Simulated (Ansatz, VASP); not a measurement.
**Two plane-wave programs on As**

File INCAR:

```
  PREC = Accurate
  ENCUT = 520
  EDIFF = 1E-7
  ISMEAR = 0
  SIGMA = 0.02
  LREAL = F
  LASPH = T
  NELM = 80
  ALGO = Normal
  ISIF = 2
  LWAVE = F
  LCHARG = F
  LDIPOL = T
  IDIPOL = 3
  DIPOL = 0.5 0.5 0.500
  GGA = PE
  IVDW = 12
  IBRION = 2
  NSW = 60
  EDIFFG = -0.01
```

Contents of KPOINTS:

```
regular mesh
0
Gamma
  9 9 1
```

POSCAR

```
As
1.0
    3.5001917756      0.0000000000      0.0000000000
   -1.7500958878      3.0312549958      0.0000000000
    0.0000000000      0.0000000000     28.5742413760
As
2
Direct
    0.3333333333      0.6666666667      0.4755450732
    0.6666666667      0.3333333333      0.5244549268
```

Input for Ansatz:

```yaml
crystal:
  lattice:
    - [3.5001917756, 0.0, 0.0]
    - [-1.7500958878, 3.0312549958, 0.0]
    - [0.0, 0.0, 28.574241376]
  atoms:
    - { symbol: As, position: [0.3333333333, 0.6666666667, 0.4755450732] }
    - { symbol: As, position: [0.6666666667, 0.3333333333, 0.5244549268] }
  periodic: [true, true, false]
basis:
  ecutwfc: 420
kpoints:
  mp_grid: { grid: [9, 9, 1] }
  band_path:
    path:
      - [0, 0, 0]
      - [0.5, 0, 0]
      - [0.333333333333, 0.333333333333, 0]
      - [0, 0, 0]
    npoints: 8
hamiltonian:
  xc: pbe
  dispersion: d3bj
scf:
  occupations: { method: gaussian, width: 0.02 }
output:
  forces: true
  stress: true
  eigenvalues: true
relax:
  adjacent_minimum: "off"
  f_tol: 0.01
  max_steps: 40
```

Change from the starting cell: biaxial strain -0.020, atoms relaxed.

Alike in both runs: task relaxation of the atoms; functional PBE; dispersion D3(BJ); k mesh 9 × 9 × 1; occupations gaussian, width 0.02 eV; no spin polarisation.

|  | VASP | Ansatz |
| --- | --- | --- |
| version | VASP 6.6.1 | Ansatz 0.2.0 |
| potentials or method | VASP PAW PBE potentials, release 64 (As), cutoff 520 eV | scalar-relativistic, plane waves, PAW |
| valence electrons in the cell | 10 | 30 |

|  | VASP | Ansatz | Ansatz less VASP |
| --- | --- | --- | --- |
| gap on the k mesh at the Fermi level, each at its own relaxed structure (eV) | 1.29 | 1.32 | +0.031 |

VASP's potentials hold 10 valence electrons a cell and Ansatz's 30, so a difference there can come from the potentials and not from the codes. Ansatz's warnings: stress scf threshold loose.
